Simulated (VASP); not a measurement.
# Si (Ibca) in VASP: further runs, part 2 of 2

VASP 6.6.1. The steps go on from the part before.

## Step 3: Single point, r2SCAN (strain +0.050 along x and y, +0.025 along z)

The input, POSCAR:

```
Si
1.0
   -3.4897952736      3.4897952736      3.4067049100
    3.4897952736     -3.4897952736      3.4067049100
    3.4897952736      3.4897952736     -3.4067049100
Si
8
Direct
    0.2013996517      0.2013996517      0.2013996517
    0.5000000000      0.0000000000      0.2986003483
    0.2986003483      0.5000000000      0.0000000000
    0.0000000000      0.2986003483      0.5000000000
    0.7986003483      0.7986003483      0.7986003483
    0.5000000000      0.0000000000      0.7013996517
    0.7013996517      0.5000000000      0.0000000000
    0.0000000000      0.7013996517      0.5000000000
```

The input, INCAR.step1:

```
ALGO     = Normal         # electronic algorithm
EDIFF    = 1E-4           # SCF threshold, eV
ENCUT    = 520            # plane-wave cutoff, eV
GGA      = PE             # functional
ISMEAR   = 0              # smearing method
LASPH    = True           # aspherical terms in the spheres
LCHARG   = False          # write CHGCAR
LREAL    = False          # projectors in reciprocal space
LWAVE    = True           # write WAVECAR
NBANDS   = 26             # bands
NELM     = 80             # most SCF steps
PREC     = Accurate       # precision mode
SIGMA    = 0.15           # smearing width, eV
```

The input, INCAR.step2:

```
ALGO     = Normal         # electronic algorithm
EDIFF    = 1E-6           # SCF threshold, eV
ENCUT    = 520            # plane-wave cutoff, eV
ISIF     = 2              # what is computed and relaxed
ISMEAR   = 0              # smearing method
ISTART   = 1            
LASPH    = True           # aspherical terms in the spheres
LCHARG   = False          # write CHGCAR
LMIXTAU  = True         
LREAL    = False          # projectors in reciprocal space
LWAVE    = False          # write WAVECAR
METAGGA  = R2SCAN         # meta-GGA
NBANDS   = 26             # bands
NELM     = 80             # most SCF steps
PREC     = Accurate       # precision mode
SIGMA    = 0.15           # smearing width, eV
```

The input, KPOINTS:

```
k-points
0
Gamma
  8 8 8
```

Potentials or basis: VASP PAW PBE potentials, release 64 (Si).

The run is started by

```console
$ cat potpaw_PBE.64/Si/POTCAR > POTCAR
$ cp INCAR.step1 INCAR
$ mpirun -np 1 vasp_std > vasp.out
$ cp INCAR.step2 INCAR
$ mpirun -np 1 vasp_std > vasp.out
```

OUTCAR:

```text
EDIFF = 1E-6
   ENCUT = 520
   ISIF = 2
   ISMEAR = 0
   ISTART = 1
   LASPH = True
   LREAL = False
   METAGGA = R2SCAN
   NELM = 80
   PREC = Accurate

 ion  position               nearest neighbor table
   1  0.201  0.201  0.201-   5 2.42   3 2.47   4 2.50   2 2.51
   2  0.500  0.000  0.299-   6 2.42   4 2.47   3 2.50   1 2.51
   3  0.299  0.500  0.000-   7 2.42   1 2.47   2 2.50   4 2.51
   4  0.000  0.299  0.500-   8 2.42   2 2.47   1 2.50   3 2.51
   5  0.799  0.799  0.799-   1 2.42   7 2.47   8 2.50   6 2.51
   6  0.500  0.000  0.701-   2 2.42   8 2.47   7 2.50   5 2.51
   7  0.701  0.500  0.000-   3 2.42   5 2.47   6 2.50   8 2.51
   8  0.000  0.701  0.500-   4 2.42   6 2.47   5 2.50   7 2.51

  LATTYP: Found a body centered tetragonal cell.
 ALAT       =     6.9795905472
 C/A-ratio  =     0.9761904762

  Lattice vectors:

 A1 = (  -3.4897952736,   3.4897952736,   3.4067049100)
 A2 = (   3.4897952736,  -3.4897952736,   3.4067049100)
 A3 = (   3.4897952736,   3.4897952736,  -3.4067049100)

Analysis of symmetry for initial positions (statically):
=====================================================================
 Subroutine PRICEL returns:
 Original cell was already a primitive cell.

 Routine SETGRP: Setting up the symmetry group for a
 body centered tetragonal supercell.

 Subroutine GETGRP returns: Found  8 space group operations
 (whereof  2 operations were pure point group operations)
 out of a pool of 16 trial point group operations.

The static configuration has the point symmetry S_2 .
 The point group associated with its full space group is D_2h.

Analysis of symmetry for dynamics (positions and initial velocities):
=====================================================================
 Subroutine PRICEL returns:
 Original cell was already a primitive cell.

 Routine SETGRP: Setting up the symmetry group for a
 body centered tetragonal supercell.

 Subroutine GETGRP returns: Found  8 space group operations
 (whereof  2 operations were pure point group operations)
 out of a pool of 16 trial point group operations.

The dynamic configuration has the point symmetry S_2 .
 The point group associated with its full space group is D_2h.

 Subroutine INISYM returns: Found  8 space group operations
 (whereof  2 operations are pure point group operations),
 and found     1 'primitive' translations

----------------------------------------------------------------------------------------

                                     Primitive cell

  volume of cell :     165.9566

  direct lattice vectors                    reciprocal lattice vectors
    -3.489795274  3.489795274  3.406704910     0.000000000  0.143274880  0.146769390
     3.489795274 -3.489795274  3.406704910     0.143274880  0.000000000  0.146769390
     3.489795274  3.489795274 -3.406704910     0.143274880  0.143274880  0.000000000

  length of vectors
     5.996914244  5.996914244  5.996914244     0.205107155  0.205107155  0.202621279

  position of ions in fractional coordinates (direct lattice)
     0.201399652  0.201399652  0.201399652
     0.500000000  0.000000000  0.298600348
     0.298600348  0.500000000  0.000000000
     0.000000000  0.298600348  0.500000000
     0.798600348  0.798600348  0.798600348
[... 48 lines left out ...]
  0.375000 -0.000000  0.000000      4.000000
[... 16 lines left out ...]
  0.375000  0.250000 -0.000000      8.000000
 -0.375000  0.000000 -0.375000      8.000000
 [... further k-points ...]
   k-points           NKPTS =     95   k-points in BZ     NKDIM =     95   number of bands    NBANDS=     26
   number of dos      NEDOS =    301   number of ions     NIONS =      8
   total plane-waves  NPLWV = 110592
   dimension x,y,z NGX =    48 NGY =   48 NGZ =   48
   dimension x,y,z NGXF=    96 NGYF=   96 NGZF=   96
   ions per type =               8
   NGX,Y,Z   is equivalent  to a cutoff of  13.31, 13.31, 13.31 a.u.
   NGXF,Y,Z  is equivalent  to a cutoff of  26.61, 26.61, 26.61 a.u.
 SYSTEM =  unknown system
   PREC   = accura    normal or accurate (medium, high low for compatibility)
   ISTART =      1    job   : 0-new  1-cont  2-samecut
   ICHARG =      0    charge: 1-file 2-atom 10-const
   ISPIN  =      1    spin polarized calculation?
   LNONCOLLINEAR =      F non collinear calculations
   LSORBIT =      F    spin-orbit coupling
   LASPH  =      T    aspherical Exc in radial PAW
   ENCUT  =  520.0 eV  38.22 Ry    6.18 a.u.  11.15 11.15 11.15*2*pi/ulx,y,z
   NELM   =     80;   NELMIN=  2; NELMDL=  0     # of ELM steps
   EDIFF  = 0.1E-05   stopping-criterion for ELM
   LREAL  =      F    real-space projection
   EDIFFG = 0.1E-04   stopping-criterion for IOM
   NSW    =      0    number of steps for IOM
   IBRION =     -1    ionic relax: 0-MD 1-quasi-New 2-CG
   NFREE  =      0    steps in history (QN), initial steepest desc. (CG)
   ISIF   =      2    stress and relaxation
   ISYM   =      2    0-nonsym 1-usesym 2-fastsym
   POTIM  = 0.5000    time-step for ionic-motion
   TEBEG  =    0.0;   TEEND  =   0.0 temperature during run
   PSTRESS=    0.0 pullay stress
   NELECT =      32.0000    total number of electrons
   NUPDOWN=      -1.0000    fix difference up-down
   EMIN   =  10.00;   EMAX   =-10.00  energy-range for DOS
   EFERMI =   0.00;   METHOD = LEGACY
   ISMEAR =     0;   SIGMA  =   0.15  broadening in eV -4-tet -1-fermi 0-gaus
   EFERMI_NEDOS =   21; number of points for ismear=-14 and -15
   IALGO  =     38    algorithm
   IMIX   =      4    mixing-type and parameters
     AMIX     =   0.40;   BMIX     =  1.00
     AMIX_MAG =   1.60;   BMIX_MAG =  1.00
  volume/ion in A,a.u.               =      20.74       139.99
  Fermi-wavevector in a.u.,A,eV,Ry     =   0.945787  1.787278 12.170590  0.894513
  Thomas-Fermi vector in A             =   2.073722
   LORBIT       =      0    0 simple, 1 ext, 2 COOP (PROOUT), +10 PAW based schemes
   METAGGA = R2SCAN    functional components
   LHFCALC =     F    Hartree Fock is set to
   AEXX    =    0.0000 exact exchange contribution
   IVDW    =     0    specifies the selected vdW correction
   LEPSILON=     F    determine dielectric tensor
   LRPA    =     F    only Hartree local field effects (RPA)
 non-spin polarized calculation
 Gauss-broadening in eV      SIGMA  =   0.15
  energy-cutoff  :      520.00
  volume of cell :      165.96
 maximum number of plane-waves:      4508
 NGX is ok and might be reduce to    48
   NGX = 23   NGY = 23   NGZ = 23

 number of electron      32.0000000 magnetization

 Free energy of the ion-electron system (eV)
  ---------------------------------------------------
  ext. energy  EPLUGINS =         0.00000000
  ---------------------------------------------------
  free energy    TOTEN  =       -68.00635256 eV

  energy without entropy =      -68.00296001  energy(sigma->0) =      -68.00465628

 E-fermi :   5.7999     XC(G=0):  -9.8776

 val. band max:        5.7284658110   @ k =   0.5000   0.5000   0.3750
 cond. band min:       5.8055429405   @ k =   0.5000   0.5000   0.5000
 fundamental gap:      0.0770771295
 Fermi energy:         5.7999089097

 k-point     1 :       0.0000    0.0000    0.0000
  band No.  band energies     occupation
      1      -6.6250      2.00000
      2      -2.7022      2.00000
      3      -2.4113      2.00000
      4      -2.2531      2.00000
      5      -2.2015      2.00000
      6      -0.6453      2.00000
[... 685 lines left out ...]
     25       9.8119      0.00000
     26      10.1874      0.00000

 [... further k-points ...]

------------------------ aborting loop because EDIFF is reached ----------------------------------------

  FORCE on cell =-STRESS in cart. coord.  units (eV):
  Direction    XX          YY          ZZ          XY          YZ          ZX
  --------------------------------------------------------------------------------------
  -------------------------------------------------------------------------------------
  Total      -11.2153733    -11.1828444     -7.8791867      0.0000000      0.0000000      0.0000000
  in kB     -108.2754279   -107.9613874    -76.0672234      0.0000000      0.0000000      0.0000000
  external PRESSURE =     -97.4346795 kB  Pullay stress =       0.0000000 kB

 VOLUME and BASIS-vectors are now :
 -----------------------------------------------------------------------------
  energy-cutoff  :      520.00
  volume of cell :      165.96
      direct lattice vectors                 reciprocal lattice vectors
    -3.489795274  3.489795274  3.406704910     0.000000000  0.143274880  0.146769390
     3.489795274 -3.489795274  3.406704910     0.143274880  0.000000000  0.146769390
     3.489795274  3.489795274 -3.406704910     0.143274880  0.143274880  0.000000000

 POSITION                                       TOTAL-FORCE (eV/Angst)
 -----------------------------------------------------------------------------------
      0.70284      0.70284      0.68611        -0.306809     -0.253150     -0.311997
     -0.70284      2.78695      0.68611         0.306809      0.253150     -0.311997
      0.70284     -0.70284      2.72060        -0.306809      0.253150      0.311997
      2.78695      0.70284     -0.68611         0.306809     -0.253150      0.311997
      2.78695      2.78695      2.72060         0.306809      0.253150      0.311997
      0.70284      4.19264     -0.68611        -0.306809     -0.253150      0.311997
     -0.70284      0.70284      4.09281         0.306809     -0.253150     -0.311997
      4.19264     -0.70284      0.68611        -0.306809      0.253150     -0.311997
 -----------------------------------------------------------------------------------
    total drift:                               -0.000000      0.000000     -0.000000

  FREE ENERGIE OF THE ION-ELECTRON SYSTEM (eV)
  ---------------------------------------------------
  free  energy   TOTEN  =       -68.0063525614 eV

  energy  without entropy=      -68.0029600082  energy(sigma->0) =      -68.00465628
```

Wall time 11 min (1 thread of Intel Xeon 6975P-C (Granite Rapids), shared host); peak memory 0.52 GiB.

What came out:

```
Free energy   : -68.0064 eV
Pressure      : -9.7 GPa
Largest force : 0.506 eV/Å
```

Forces in eV/Å, atoms in the order of the input:
```
Si  -0.307 -0.253 -0.312
Si   0.307  0.253 -0.312
Si  -0.307  0.253  0.312
Si   0.307 -0.253  0.312
Si   0.307  0.253  0.312
Si  -0.307 -0.253  0.312
Si   0.307 -0.253 -0.312
Si  -0.307  0.253 -0.312
```

Caveat: the cell differs from its parent crystal (strain +0.050 along x and y, +0.025 along z); the cell stands under tension; the PAW data sets were made with another functional, which shifts forces and pressure a little.
